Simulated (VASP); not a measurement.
# Y (Pm-3n) in VASP: notebook

Y is run at these levels: PBE; tasks: single point.

Program: VASP 6.6.1. These are calculated values, not measurements. Logs are shortened: lines on timing, memory, paths and dates and some standing lists are left out, and cuts for length are marked.

### 1 The cell of the first run

It takes space group Pm-3n (No. 223, cubic). The conventional cell has a = 6.481 Å, b = 6.481 Å, c = 6.481 Å, α = 90.00°, β = 90.00°, γ = 90.00°. Within 4.8 Å of Y (site symmetry m-3) lie 12 Y at 3.62 Å. Within 4.3 Å of Y (site symmetry -4m2) lie 14 Y at 3.24 to 3.97 Å.

### 2 Single point, PBE

INCAR

```
SYSTEM = Y
PREC = Accurate
ENCUT = 520
EDIFF = 1E-6
ISMEAR = 0
SIGMA = 0.1
LREAL = .FALSE.
LASPH = .TRUE.
NELM = 100
ALGO = Normal
ISIF = 2
LWAVE = .FALSE.
LCHARG = .FALSE.
GGA = PE
NBANDS = 54
```

KPOINTS

```
Automatic mesh
0
G
  4 4 4
  0 0 0
```

POSCAR

```
Y
1.0
    6.4806448731      0.0000000000      0.0000000000
    0.0000000000      6.4806448731      0.0000000000
    0.0000000000      0.0000000000      6.4806448731
Y
8
Direct
    0.5000000000      0.5000000000      0.5000000000
    0.0000000000      0.0000000000      0.0000000000
    0.2500000000      0.0000000000      0.5000000000
    0.5000000000      0.2500000000      0.0000000000
    0.5000000000      0.7500000000      0.0000000000
    0.7500000000      0.0000000000      0.5000000000
    0.0000000000      0.5000000000      0.7500000000
    0.0000000000      0.5000000000      0.2500000000
```

Potentials or basis: VASP PAW PBE potentials, release 64 (Y_sv).

Command:

```bash
$ cat potpaw_PBE.64/Y_sv/POTCAR > POTCAR
$ mpirun -np 1 vasp_std > vasp.out
```

OUTCAR:

```text
SYSTEM = Y
   PREC = Accurate
   ENCUT = 520
   EDIFF = 1E-6
   ISMEAR = 0
   LREAL = .FALSE.
   LASPH = .TRUE.
   NELM = 100
   ISIF = 2
   GGA = PE

 ion  position               nearest neighbor table
   1  0.500  0.500  0.500-   3 3.62   4 3.62   5 3.62   6 3.62   7 3.62   8 3.62   4 3.62   5 3.62
                             3 3.62   6 3.62   7 3.62   8 3.62
   2  0.000  0.000  0.000-   3 3.62   4 3.62   5 3.62   6 3.62   7 3.62   8 3.62   3 3.62   6 3.62
                             7 3.62   8 3.62   4 3.62   5 3.62
   3  0.250  0.000  0.500-   6 3.24   6 3.24   1 3.62   2 3.62   1 3.62   2 3.62   8 3.97   5 3.97
                             4 3.97   5 3.97   4 3.97   7 3.97   8 3.97   7 3.97
   4  0.500  0.250  0.000-   5 3.24   5 3.24   1 3.62   1 3.62   2 3.62   2 3.62   8 3.97   3 3.97
                             3 3.97   6 3.97   6 3.97   7 3.97   7 3.97   8 3.97
   5  0.500  0.750  0.000-   4 3.24   4 3.24   1 3.62   1 3.62   2 3.62   2 3.62   8 3.97   3 3.97
                             3 3.97   6 3.97   6 3.97   7 3.97   7 3.97   8 3.97
   6  0.750  0.000  0.500-   3 3.24   3 3.24   1 3.62   2 3.62   1 3.62   2 3.62   8 3.97   4 3.97
                             4 3.97   5 3.97   5 3.97   7 3.97   8 3.97   7 3.97
   7  0.000  0.500  0.750-   8 3.24   8 3.24   1 3.62   2 3.62   2 3.62   1 3.62   3 3.97   4 3.97
                             5 3.97   3 3.97   6 3.97   6 3.97   4 3.97   5 3.97
   8  0.000  0.500  0.250-   7 3.24   7 3.24   1 3.62   2 3.62   2 3.62   1 3.62   3 3.97   4 3.97
                             5 3.97   3 3.97   6 3.97   6 3.97   4 3.97   5 3.97

  LATTYP: Found a simple cubic cell.
 ALAT       =     6.4806448731

  Lattice vectors:

 A1 = (   6.4806448731,   0.0000000000,   0.0000000000)
 A2 = (   0.0000000000,   6.4806448731,   0.0000000000)
 A3 = (   0.0000000000,   0.0000000000,   6.4806448731)

Analysis of symmetry for initial positions (statically):
=====================================================================
 Subroutine PRICEL returns:
 Original cell was already a primitive cell.

 Routine SETGRP: Setting up the symmetry group for a
 simple cubic supercell.

 Subroutine GETGRP returns: Found 48 space group operations
 (whereof 24 operations were pure point group operations)
 out of a pool of 48 trial point group operations.

The static configuration has the point symmetry T_h .
 The point group associated with its full space group is O_h .

Analysis of symmetry for dynamics (positions and initial velocities):
=====================================================================
 Subroutine PRICEL returns:
 Original cell was already a primitive cell.

 Routine SETGRP: Setting up the symmetry group for a
 simple cubic supercell.

 Subroutine GETGRP returns: Found 48 space group operations
 (whereof 24 operations were pure point group operations)
 out of a pool of 48 trial point group operations.

The dynamic configuration has the point symmetry T_h .
 The point group associated with its full space group is O_h .

 Subroutine INISYM returns: Found 48 space group operations
 (whereof 24 operations are pure point group operations),
 and found     1 'primitive' translations

----------------------------------------------------------------------------------------

                                     Primitive cell

  volume of cell :     272.1790

  direct lattice vectors                    reciprocal lattice vectors
     6.480644873  0.000000000  0.000000000     0.154305632  0.000000000  0.000000000
     0.000000000  6.480644873  0.000000000     0.000000000  0.154305632  0.000000000
     0.000000000  0.000000000  6.480644873     0.000000000  0.000000000  0.154305632

  length of vectors
     6.480644873  6.480644873  6.480644873     0.154305632  0.154305632  0.154305632

  position of ions in fractional coordinates (direct lattice)
     0.500000000  0.500000000  0.500000000
     0.000000000  0.000000000  0.000000000
     0.250000000  0.000000000  0.500000000
     0.500000000  0.250000000  0.000000000
     0.500000000  0.750000000  0.000000000
     0.750000000  0.000000000  0.500000000
     0.000000000  0.500000000  0.750000000
     0.000000000  0.500000000  0.250000000

  ion indices of the primitive-cell ions
   primitive index   ion index
                 1           1
                 2           2
                 3           3
                 4           4
                 5           5
                 6           6
                 7           7
                 8           8

----------------------------------------------------------------------------------------

 KPOINTS: Automatic mesh

Automatic generation of k-mesh.
 Grid dimensions read from file:
 generate k-points for:    4    4    4

 Generating k-lattice:

  Cartesian coordinates                     Fractional coordinates (reciprocal lattice)
     0.038576408  0.000000000  0.000000000     0.250000000  0.000000000  0.000000000
     0.000000000  0.038576408  0.000000000     0.000000000  0.250000000  0.000000000
     0.000000000  0.000000000  0.038576408     0.000000000  0.000000000  0.250000000

  Length of vectors
     0.038576408  0.038576408  0.038576408

  Shift w.r.t. Gamma in fractional coordinates (k-lattice)
     0.000000000  0.000000000  0.000000000

 Subroutine IBZKPT returns following result:
 ===========================================

 Found     10 irreducible k-points:

 Following reciprocal coordinates:
            Coordinates               Weight
  0.000000  0.000000  0.000000      1.000000
  0.250000  0.000000  0.000000      6.000000
  0.500000  0.000000  0.000000      3.000000
  0.250000  0.250000  0.000000     12.000000
  0.500000  0.250000  0.000000     12.000000
  0.500000  0.500000  0.000000      3.000000
  0.250000  0.250000  0.250000      8.000000
  0.500000  0.250000  0.250000     12.000000
  0.500000  0.500000  0.250000      6.000000
  0.500000  0.500000  0.500000      1.000000
   k-points           NKPTS =     10   k-points in BZ     NKDIM =     10   number of bands    NBANDS=     54
   number of dos      NEDOS =    301   number of ions     NIONS =      8
   total plane-waves  NPLWV = 110592
   dimension x,y,z NGX =    48 NGY =   48 NGZ =   48
   dimension x,y,z NGXF=    96 NGYF=   96 NGZF=   96
   ions per type =               8
   NGX,Y,Z   is equivalent  to a cutoff of  12.31, 12.31, 12.31 a.u.
   NGXF,Y,Z  is equivalent  to a cutoff of  24.63, 24.63, 24.63 a.u.
 SYSTEM =  Y
   PREC   = accura    normal or accurate (medium, high low for compatibility)
   ISTART =      0    job   : 0-new  1-cont  2-samecut
   ICHARG =      2    charge: 1-file 2-atom 10-const
   ISPIN  =      1    spin polarized calculation?
   LNONCOLLINEAR =      F non collinear calculations
   LSORBIT =      F    spin-orbit coupling
   LASPH  =      T    aspherical Exc in radial PAW
   ENCUT  =  520.0 eV  38.22 Ry    6.18 a.u.  12.05 12.05 12.05*2*pi/ulx,y,z
   NELM   =    100;   NELMIN=  2; NELMDL= -5     # of ELM steps
   EDIFF  = 0.1E-05   stopping-criterion for ELM
   LREAL  =      F    real-space projection
   EDIFFG = 0.1E-04   stopping-criterion for IOM
   NSW    =      0    number of steps for IOM
   IBRION =     -1    ionic relax: 0-MD 1-quasi-New 2-CG
   NFREE  =      0    steps in history (QN), initial steepest desc. (CG)
   ISIF   =      2    stress and relaxation
   ISYM   =      2    0-nonsym 1-usesym 2-fastsym
   POTIM  = 0.5000    time-step for ionic-motion
   TEBEG  =    0.0;   TEEND  =   0.0 temperature during run
   PSTRESS=    0.0 pullay stress
   NELECT =      88.0000    total number of electrons
   NUPDOWN=      -1.0000    fix difference up-down
   EMIN   =  10.00;   EMAX   =-10.00  energy-range for DOS
   EFERMI =   0.00;   METHOD = LEGACY
   ISMEAR =     0;   SIGMA  =   0.10  broadening in eV -4-tet -1-fermi 0-gaus
   EFERMI_NEDOS =   21; number of points for ismear=-14 and -15
   IALGO  =     38    algorithm
   IMIX   =      4    mixing-type and parameters
     AMIX     =   0.40;   BMIX     =  1.00
     AMIX_MAG =   1.60;   BMIX_MAG =  1.00
  volume/ion in A,a.u.               =      34.02       229.59
  Fermi-wavevector in a.u.,A,eV,Ry     =   1.123615  2.123324 17.177498  1.262510
  Thomas-Fermi vector in A             =   2.260282
   LORBIT       =      0    0 simple, 1 ext, 2 COOP (PROOUT), +10 PAW based schemes
   GGA     = PE    functional components
   LHFCALC =     F    Hartree Fock is set to
   AEXX    =    0.0000 exact exchange contribution
   IVDW    =     0    specifies the selected vdW correction
   LEPSILON=     F    determine dielectric tensor
   LRPA    =     F    only Hartree local field effects (RPA)
 non-spin polarized calculation
 Gauss-broadening in eV      SIGMA  =   0.10
  energy-cutoff  :      520.00
  volume of cell :      272.18
 maximum number of plane-waves:      7400
   NGX = 25   NGY = 25   NGZ = 25

 number of electron      87.9999988 magnetization

 Free energy of the ion-electron system (eV)
  ---------------------------------------------------
  ext. energy  EPLUGINS =         0.00000000
  ---------------------------------------------------
  free energy    TOTEN  =       -49.46755954 eV

  energy without entropy =      -49.35566359  energy(sigma->0) =      -49.41161156

 E-fermi :   2.9357     XC(G=0):  -9.2818

 val. band max:        2.8843748960   @ k =   0.5000   0.5000   0.5000
 cond. band min:       2.9462703630   @ k =   0.5000   0.2500   0.0000
 fundamental gap:      0.0618954670
 Fermi energy:         2.9357470274

 k-point     1 :       0.0000    0.0000    0.0000
  band No.  band energies     occupation
      1     -39.9619      2.00000
      2     -39.9405      2.00000
      3     -39.9405      2.00000
      4     -39.8753      2.00000
      5     -39.8753      2.00000
      6     -39.8753      2.00000
[... 46 lines left out ...]
     53       4.2747      0.00000
     54       4.2747      0.00000

 k-point     2 :       0.2500    0.0000    0.0000
  band No.  band energies     occupation
      1     -39.9566      2.00000
      2     -39.9424      2.00000
      3     -39.9330      2.00000
      4     -39.8859      2.00000
      5     -39.8753      2.00000
      6     -39.8753      2.00000
[... 46 lines left out ...]
     53       4.2861      0.00000
     54       4.3901      0.00000

 k-point     3 :       0.5000    0.0000    0.0000
  band No.  band energies     occupation
      1     -39.9481      2.00000
      2     -39.9481      2.00000
      3     -39.9107      2.00000
      4     -39.9107      2.00000
      5     -39.8753      2.00000
      6     -39.8753      2.00000
[... 46 lines left out ...]
     53       4.3189      0.00000
     54       4.3328      0.00000

 k-point     4 :       0.2500    0.2500    0.0000
  band No.  band energies     occupation
      1     -39.9516      2.00000
      2     -39.9382      2.00000
      3     -39.9312      2.00000
      4     -39.8864      2.00000
      5     -39.8853      2.00000
      6     -39.8753      2.00000
[... 46 lines left out ...]
     53       3.9965      0.00000
     54       4.1826      0.00000

 k-point     5 :       0.5000    0.2500    0.0000
  band No.  band energies     occupation
      1     -39.9471      2.00000
      2     -39.9378      2.00000
      3     -39.9113      2.00000
      4     -39.9103      2.00000
      5     -39.8858      2.00000
      6     -39.8753      2.00000
[... 46 lines left out ...]
     53       4.0083      0.00000
     54       4.2359      0.00000

 k-point     6 :       0.5000    0.5000    0.0000
  band No.  band energies     occupation
      1     -39.9461      2.00000
      2     -39.9165      2.00000
      3     -39.9119      2.00000
      4     -39.9119      2.00000
      5     -39.9053      2.00000
      6     -39.8753      2.00000
[... 46 lines left out ...]
     53       4.2326      0.00000
     54       4.3749      0.00000

 k-point     7 :       0.2500    0.2500    0.2500
  band No.  band energies     occupation
      1     -39.9447      2.00000
      2     -39.9326      2.00000
      3     -39.9326      2.00000
      4     -39.8862      2.00000
      5     -39.8862      2.00000
      6     -39.8851      2.00000
[... 46 lines left out ...]
     53       3.9816      0.00000
     54       3.9816      0.00000

 k-point     8 :       0.5000    0.2500    0.2500
  band No.  band energies     occupation
      1     -39.9369      2.00000
      2     -39.9369      2.00000
      3     -39.9108      2.00000
      4     -39.9108      2.00000
      5     -39.8858      2.00000
      6     -39.8858      2.00000
[... 46 lines left out ...]
     53       3.9584      0.00000
     54       3.9584      0.00000

 k-point     9 :       0.5000    0.5000    0.2500
  band No.  band energies     occupation
      1     -39.9359      2.00000
      2     -39.9149      2.00000
      3     -39.9114      2.00000
      4     -39.9114      2.00000
      5     -39.9069      2.00000
      6     -39.8858      2.00000
[... 46 lines left out ...]
     53       3.9273      0.00000
     54       3.9506      0.00000

 k-point    10 :       0.5000    0.5000    0.5000
  band No.  band energies     occupation
      1     -39.9109      2.00000
      2     -39.9109      2.00000
      3     -39.9109      2.00000
      4     -39.9109      2.00000
      5     -39.9109      2.00000
      6     -39.9109      2.00000
[... 46 lines left out ...]
     53       3.6689      0.00000
     54       3.6689      0.00000

------------------------ aborting loop because EDIFF is reached ----------------------------------------

  FORCE on cell =-STRESS in cart. coord.  units (eV):
  Direction    XX          YY          ZZ          XY          YZ          ZX
  --------------------------------------------------------------------------------------
  -------------------------------------------------------------------------------------
  Total       -0.7620061     -0.7620061     -0.7620061     -0.0000000      0.0000000      0.0000000
  in kB       -4.4855364     -4.4855364     -4.4855364     -0.0000000      0.0000000      0.0000000
  external PRESSURE =      -4.4855364 kB  Pullay stress =       0.0000000 kB

 VOLUME and BASIS-vectors are now :
 -----------------------------------------------------------------------------
  energy-cutoff  :      520.00
  volume of cell :      272.18
      direct lattice vectors                 reciprocal lattice vectors
     6.480644873  0.000000000  0.000000000     0.154305632  0.000000000  0.000000000
     0.000000000  6.480644873  0.000000000     0.000000000  0.154305632  0.000000000
     0.000000000  0.000000000  6.480644873     0.000000000  0.000000000  0.154305632

 POSITION                                       TOTAL-FORCE (eV/Angst)
 -----------------------------------------------------------------------------------
      3.24032      3.24032      3.24032         0.000000     -0.000000     -0.000000
      0.00000      0.00000      0.00000         0.000000     -0.000000     -0.000000
      1.62016      0.00000      3.24032        -0.000000     -0.000000      0.000000
      3.24032      1.62016      0.00000         0.000000     -0.000000      0.000000
      3.24032      4.86048      0.00000        -0.000000      0.000000      0.000000
      4.86048      0.00000      3.24032         0.000000     -0.000000     -0.000000
      0.00000      3.24032      4.86048        -0.000000      0.000000      0.000000
      0.00000      3.24032      1.62016         0.000000      0.000000     -0.000000
 -----------------------------------------------------------------------------------
    total drift:                                0.000000     -0.000000      0.000000

  FREE ENERGIE OF THE ION-ELECTRON SYSTEM (eV)
  ---------------------------------------------------
  free  energy   TOTEN  =       -49.4675595394 eV

  energy  without entropy=      -49.3556635899  energy(sigma->0) =      -49.41161156
```

Run time: 2.3 min. Hardware: 1 thread of Intel Xeon Platinum 8488C (Sapphire Rapids), shared host; peak memory 0.37 GiB.

Results:

```
Free energy            : -49.4676 eV
Pressure               : -0.4 GPa
Band gap on the k mesh : zero (band 44 reaches 3.05 eV, above the bottom of band 45 at 2.55 eV)
```

### 3 Single point, PBE

This run uses another cell than the first one, of 33.69 Å³/atom, 0.990 times its volume.

INCAR

```
PREC     = Accurate       # precision mode
ENCUT    = 520            # plane-wave cutoff, eV
EDIFF    = 1E-7           # SCF threshold, eV
ISMEAR   = 0              # smearing method
SIGMA    = 0.1            # smearing width, eV
LREAL    = F              # projectors in reciprocal space
LASPH    = T              # aspherical terms in the spheres
NELM     = 100            # most SCF steps
ALGO     = Normal         # electronic algorithm
ISIF     = 2              # what is computed and relaxed
LWAVE    = F              # write WAVECAR
LCHARG   = F              # write CHGCAR
GGA      = PE             # functional
NBANDS   = 54             # bands
```

KPOINTS

```
regular mesh
0
Gamma
  6 6 6
```

Changes to POSCAR since step 2:

```diff
@@ -2,5 +2,5 @@
 1.0
-    6.4806448731      0.0000000000      0.0000000000
-    0.0000000000      6.4806448731      0.0000000000
-    0.0000000000      0.0000000000      6.4806448731
+    6.4594445987      0.0000000000      0.0000000000
+    0.0000000000      6.4594445987      0.0000000000
+    0.0000000000      0.0000000000      6.4594445987
 Y
```

Potentials or basis: VASP PAW PBE potentials, release 64 (Y_sv).

Command:

```bash
$ cat potpaw_PBE.64/Y_sv/POTCAR > POTCAR
$ mpirun -np 1 vasp_std > vasp.out
```

Wall time 4.5 min (1 thread of Intel Xeon Platinum 8488C (Sapphire Rapids), shared host); peak memory 0.44 GiB.

The run converged. Its results:

* Free energy: -49.4650 eV
* Pressure: -0.1 GPa
* Band gap on the k mesh: zero (band 44 reaches 3.11 eV, above the bottom of band 45 at 2.59 eV)

Levels at points of the mesh, in eV from the Fermi level:
```csv
k point,band 42,band 43,band 44,band 45,band 46,band 47
"(0.00, 0.00, 0.00)",-0.49,-0.38,-0.38,-0.38,-0.05,-0.05
"(0.50, 0.00, 0.00)",-0.35,-0.13,-0.13,0.14,0.14,0.26
"(0.50, 0.50, 0.00)",-0.11,0.03,0.14,0.14,0.17,0.26
"(0.50, 0.50, 0.50)",-0.04,-0.04,-0.04,0.43,0.43,0.43
```
